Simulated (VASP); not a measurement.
# Ni (Fm-3m) in VASP: single point with PBE

Aim: the single point of Ni with PBE.

All numbers are computed with VASP 6.6.1; they aren't measurements. Logs are shortened: lines on timing, memory, paths and dates and some standing lists are left out, and cuts for length are marked.

### Step 1. The cell of the first run

Symmetry: Fm-3m, No. 225, cubic system. The conventional cell has a = 3.511 Å, b = 3.511 Å, c = 3.511 Å, α = 90.00°, β = 90.00°, γ = 90.00°. Ni (site symmetry m-3m) has 12 Ni at 2.48 Å within 3.3 Å.

### Step 2. Single point, PBE

POSCAR reads:

```
Ni
1.0
    0.0000000000      1.7554322849      1.7554322849
    1.7554322849      0.0000000000      1.7554322849
    1.7554322849      1.7554322849      0.0000000000
Ni
1
Direct
    0.0000000000      0.0000000000      0.0000000000
```

INCAR.step1 reads:

```
SYSTEM = Ni
  PREC = Accurate
  ENCUT = 520
  EDIFF = 1E-7
  ISMEAR = 0
  SIGMA = 0.05
  LREAL = .False.
  LASPH = .True.
  NELM = 100
  ALGO = Normal
  ISIF = 2
  LWAVE = .False.
  LCHARG = .True.
  LMAXMIX = 4
  GGA = PE
  NBANDS = 11
```

KPOINTS.step1 reads:

```
Automatic mesh
0
Gamma
  22 22 22
  0 0 0
```

INCAR.step2 reads:

```
SYSTEM = Ni
  PREC = Accurate
  ENCUT = 520
  EDIFF = 1E-7
  ISMEAR = -5
  SIGMA = 0.05
  LREAL = .False.
  LASPH = .True.
  NELM = 100
  ALGO = Normal
  ISIF = 2
  LWAVE = .False.
  LCHARG = .False.
  LMAXMIX = 4
  GGA = PE
  LORBIT = 10
  NEDOS = 2001
  ICHARG = 11
```

KPOINTS.step2 reads:

```
Automatic mesh
0
Gamma
  33 33 33
  0 0 0
```

Potentials or basis: VASP PAW PBE potentials, release 64 (Ni).

On the command line:

```sh
cat potpaw_PBE.64/Ni/POTCAR > POTCAR
cp INCAR.step1 INCAR
cp KPOINTS.step1 KPOINTS
mpirun -np 1 vasp_std > vasp.out
cp INCAR.step2 INCAR
cp KPOINTS.step2 KPOINTS
mpirun -np 1 vasp_std > vasp.out
```

OUTCAR:

```text
SYSTEM = Ni
   PREC = Accurate
   ENCUT = 520
   EDIFF = 1E-7
   ISMEAR = -5
   LREAL = .False.
   LASPH = .True.
   NELM = 100
   ISIF = 2
   GGA = PE
   LORBIT = 10
   ICHARG = 11

 ion  position               nearest neighbor table
   1  0.000  0.000  0.000-

  LATTYP: Found a face centered cubic cell.
 ALAT       =     3.5108645698

  Lattice vectors:

 A1 = (   0.0000000000,   1.7554322849,   1.7554322849)
 A2 = (   1.7554322849,   0.0000000000,   1.7554322849)
 A3 = (   1.7554322849,   1.7554322849,   0.0000000000)

Analysis of symmetry for initial positions (statically):
=====================================================================
 Subroutine PRICEL returns:
 Original cell was already a primitive cell.

 Routine SETGRP: Setting up the symmetry group for a
 face centered cubic supercell.

 Subroutine GETGRP returns: Found 48 space group operations
 (whereof 48 operations were pure point group operations)
 out of a pool of 48 trial point group operations.

The static configuration has the point symmetry O_h .

Analysis of symmetry for dynamics (positions and initial velocities):
=====================================================================
 Subroutine PRICEL returns:
 Original cell was already a primitive cell.

 Routine SETGRP: Setting up the symmetry group for a
 face centered cubic supercell.

 Subroutine GETGRP returns: Found 48 space group operations
 (whereof 48 operations were pure point group operations)
 out of a pool of 48 trial point group operations.

The dynamic configuration has the point symmetry O_h .

 Subroutine INISYM returns: Found 48 space group operations
 (whereof 48 operations are pure point group operations),
 and found     1 'primitive' translations

----------------------------------------------------------------------------------------

                                     Primitive cell

  volume of cell :      10.8189

  direct lattice vectors                    reciprocal lattice vectors
     0.000000000  1.755432285  1.755432285    -0.284830127  0.284830127  0.284830127
     1.755432285  0.000000000  1.755432285     0.284830127 -0.284830127  0.284830127
     1.755432285  1.755432285  0.000000000     0.284830127  0.284830127 -0.284830127

  length of vectors
     2.482556145  2.482556145  2.482556145     0.493340251  0.493340251  0.493340251

  position of ions in fractional coordinates (direct lattice)
     0.000000000  0.000000000  0.000000000

  ion indices of the primitive-cell ions
   primitive index   ion index
                 1           1

----------------------------------------------------------------------------------------

 KPOINTS: Automatic mesh

Automatic generation of k-mesh.
 Grid dimensions read from file:
 generate k-points for:   33   33   33

 Generating k-lattice:

  Cartesian coordinates                     Fractional coordinates (reciprocal lattice)
    -0.008631216  0.008631216  0.008631216     0.030303030  0.000000000  0.000000000
     0.008631216 -0.008631216  0.008631216     0.000000000  0.030303030  0.000000000
     0.008631216  0.008631216 -0.008631216     0.000000000  0.000000000  0.030303030

  Length of vectors
     0.014949705  0.014949705  0.014949705

  Shift w.r.t. Gamma in fractional coordinates (k-lattice)
     0.000000000  0.000000000  0.000000000

 TETIRR: Found   4777 inequivalent tetrahedra from   215622

 Subroutine IBZKPT returns following result:
 ===========================================

 Found    969 irreducible k-points:

 Following reciprocal coordinates:
            Coordinates               Weight
  0.000000  0.000000  0.000000      1.000000
  0.030303  0.000000  0.000000      8.000000
  0.060606  0.000000  0.000000      8.000000
  0.090909  0.000000  0.000000      8.000000
  0.121212  0.000000  0.000000      8.000000
  0.151515  0.000000  0.000000      8.000000
[... 16 lines left out ...]
  0.181818  0.030303  0.000000     24.000000
  0.212121  0.030303  0.000000     24.000000
 [... further k-points ...]
   k-points           NKPTS =    969   k-points in BZ     NKDIM =    969   number of bands    NBANDS=      9
   number of dos      NEDOS =   2001   number of ions     NIONS =      1
   total plane-waves  NPLWV =   5832
   dimension x,y,z NGX =    18 NGY =   18 NGZ =   18
   dimension x,y,z NGXF=    36 NGYF=   36 NGZF=   36
   ions per type =               1
   NGX,Y,Z   is equivalent  to a cutoff of  12.05, 12.05, 12.05 a.u.
   NGXF,Y,Z  is equivalent  to a cutoff of  24.11, 24.11, 24.11 a.u.
 SYSTEM =  Ni
   PREC   = accura    normal or accurate (medium, high low for compatibility)
   ISTART =      0    job   : 0-new  1-cont  2-samecut
   ICHARG =     11    charge: 1-file 2-atom 10-const
   ISPIN  =      1    spin polarized calculation?
   LNONCOLLINEAR =      F non collinear calculations
   LSORBIT =      F    spin-orbit coupling
   LASPH  =      T    aspherical Exc in radial PAW
   ENCUT  =  520.0 eV  38.22 Ry    6.18 a.u.   4.62  4.62  4.62*2*pi/ulx,y,z
   NELM   =    100;   NELMIN=  2; NELMDL=  0     # of ELM steps
   EDIFF  = 0.1E-06   stopping-criterion for ELM
   LREAL  =      F    real-space projection
   EDIFFG = 0.1E-05   stopping-criterion for IOM
   NSW    =      0    number of steps for IOM
   IBRION =     -1    ionic relax: 0-MD 1-quasi-New 2-CG
   NFREE  =      0    steps in history (QN), initial steepest desc. (CG)
   ISIF   =      2    stress and relaxation
   ISYM   =      2    0-nonsym 1-usesym 2-fastsym
   POTIM  = 0.5000    time-step for ionic-motion
   TEBEG  =    0.0;   TEEND  =   0.0 temperature during run
   PSTRESS=    0.0 pullay stress
   NELECT =      10.0000    total number of electrons
   NUPDOWN=      -1.0000    fix difference up-down
   EMIN   =  10.00;   EMAX   =-10.00  energy-range for DOS
   EFERMI =   0.00;   METHOD = LEGACY
   ISMEAR =    -5;   SIGMA  =   0.05  broadening in eV -4-tet -1-fermi 0-gaus
   EFERMI_NEDOS =   21; number of points for ismear=-14 and -15
   IALGO  =     38    algorithm
   IMIX   =      4    mixing-type and parameters
     AMIX     =   0.40;   BMIX     =  1.00
     AMIX_MAG =   1.60;   BMIX_MAG =  1.00
  volume/ion in A,a.u.               =      10.82        73.01
  Fermi-wavevector in a.u.,A,eV,Ry     =   1.594706  3.013558 34.600822  2.543089
  Thomas-Fermi vector in A             =   2.692739
   LORBIT       =     10    0 simple, 1 ext, 2 COOP (PROOUT), +10 PAW based schemes
   GGA     = PE    functional components
   LHFCALC =     F    Hartree Fock is set to
   AEXX    =    0.0000 exact exchange contribution
   IVDW    =     0    specifies the selected vdW correction
   LEPSILON=     F    determine dielectric tensor
   LRPA    =     F    only Hartree local field effects (RPA)
 non-spin polarized calculation
 Fermi weights with tetrahedron method with Bloechl corrections
  energy-cutoff  :      520.00
  volume of cell :       10.82
 maximum number of plane-waves:       303

 number of electron      10.0000012 magnetization

 Free energy of the ion-electron system (eV)
  ---------------------------------------------------
  ext. energy  EPLUGINS =         0.00000000
  ---------------------------------------------------
  free energy    TOTEN  =        -5.41193519 eV

  energy without entropy =       -5.41193519  energy(sigma->0) =       -5.41193519

 E-fermi :   9.2455     XC(G=0): -13.2875

 val. band max:        9.2582972751   @ k =   0.4848   0.4545   0.0303
 cond. band min:       9.2167293388   @ k =   0.4545   0.0000   0.0000
 fundamental gap:     -0.0415679363
 Fermi energy:         9.2454895438

 k-point     1 :       0.0000    0.0000    0.0000
  band No.  band energies     occupation
      1       0.3890      2.00000
      2       7.3990      2.00000
      3       7.3990      2.00000
      4       7.3990      2.00000
      5       8.5057      2.00000
      6       8.5057      2.00000
      7      33.1454      0.00000
      8      37.1233      0.00000
      9      37.1233      0.00000

 k-point     2 :       0.0303    0.0000    0.0000
  band No.  band energies     occupation
      1       0.4252      2.00000
      2       7.3889      2.00000
      3       7.4075      2.00000
      4       7.4075      2.00000
      5       8.5019      2.00000
      6       8.5019      2.00000
      7      33.0583      0.00000
      8      36.4789      0.00000
      9      37.0305      0.00000

 k-point     3 :       0.0606    0.0000    0.0000
  band No.  band energies     occupation
      1       0.5335      2.00000
      2       7.3592      2.00000
      3       7.4320      2.00000
      4       7.4320      2.00000
      5       8.4915      2.00000
      6       8.4915      2.00000
      7      32.7011      0.00000
      8      35.3882      0.00000
      9      36.7944      0.00000

 k-point     4 :       0.0909    0.0000    0.0000
  band No.  band energies     occupation
      1       0.7124      2.00000
      2       7.3124      2.00000
      3       7.4696      2.00000
      4       7.4696      2.00000
      5       8.4772      2.00000
      6       8.4772      2.00000
      7      31.8417      0.00000
      8      34.6190      0.00000
      9      36.4892      0.00000
[... 205 lines left out ...]
 k-point    22 :       0.1515    0.0303    0.0000
  band No.  band energies     occupation
      1       1.1917      2.00000
      2       7.1922      2.00000
      3       7.5546      2.00000
      4       7.5594      2.00000
      5       8.4018      2.00000
      6       8.5135      2.00000
      7      29.5532      0.00000
      8      33.8498      0.00000
      9      35.0246      0.00000

 k-point    23 :       0.1818    0.0303    0.0000
  band No.  band energies     occupation
      1       1.5431      2.00000
      2       7.1241      2.00000
      3       7.5943      2.00000
      4       7.5980      2.00000
      5       8.4013      2.00000
      6       8.5303      2.00000
      7      28.0058      0.00000
      8      33.6234      0.00000
      9      34.6831      0.00000

 k-point    24 :       0.2121    0.0303    0.0000
  band No.  band energies     occupation
      1       1.9485      2.00000
      2       7.0618      2.00000
      3       7.6164      2.00000
      4       7.6211      2.00000
      5       8.4285      2.00000
      6       8.5680      2.00000
      7      26.4484      0.00000
      8      33.3950      0.00000
      9      34.3821      0.00000

 [... further k-points ...]

------------------------ aborting loop because EDIFF is reached ----------------------------------------

  FORCE on cell =-STRESS in cart. coord.  units (eV):
  Direction    XX          YY          ZZ          XY          YZ          ZX
  --------------------------------------------------------------------------------------
  -------------------------------------------------------------------------------------
  Total        0.1645398      0.1645398      0.1645398      0.0000000      0.0000000     -0.0000000
  in kB       24.3668414     24.3668414     24.3668414      0.0000000      0.0000000     -0.0000000
  external PRESSURE =      24.3668414 kB  Pullay stress =       0.0000000 kB

 VOLUME and BASIS-vectors are now :
 -----------------------------------------------------------------------------
  energy-cutoff  :      520.00
  volume of cell :       10.82
      direct lattice vectors                 reciprocal lattice vectors
     0.000000000  1.755432285  1.755432285    -0.284830127  0.284830127  0.284830127
     1.755432285  0.000000000  1.755432285     0.284830127 -0.284830127  0.284830127
     1.755432285  1.755432285  0.000000000     0.284830127  0.284830127 -0.284830127

 POSITION                                       TOTAL-FORCE (eV/Angst)
 -----------------------------------------------------------------------------------
      0.00000      0.00000      0.00000         0.000000      0.000000      0.000000
 -----------------------------------------------------------------------------------
    total drift:                               -0.000000     -0.000000      0.000000

  FREE ENERGIE OF THE ION-ELECTRON SYSTEM (eV)
  ---------------------------------------------------
  free  energy   TOTEN  =        -5.4119351939 eV

  energy  without entropy=       -5.4119351939  energy(sigma->0) =       -5.41193519

 total charge

# of ion       s       p       d       tot
------------------------------------------
    1        0.496   0.497   8.330   9.322
```

Wall time 2 min (1 thread of Intel Xeon 8259CL, shared host); peak memory 0.21 GiB.

What came out:

```yaml
Valence_electrons_inside_the_program's_atomic_spheres: Ni 9.32
```

Levels at points of the mesh, in eV from the Fermi level:
```csv
k point,band 2,band 3,band 4,band 5,band 6,band 7,band 8,band 9
"(0.00, 0.00, 0.00)",-1.85,-1.85,-1.85,-0.74,-0.74,23.90,27.88,27.88
```

Caveat: the run has no spin polarisation, though such a crystal can be magnetic; tetrahedron occupations give inexact forces and stress in metals. Spin polarisation is off, so any magnetic state and its effect on volume and gap are missing.
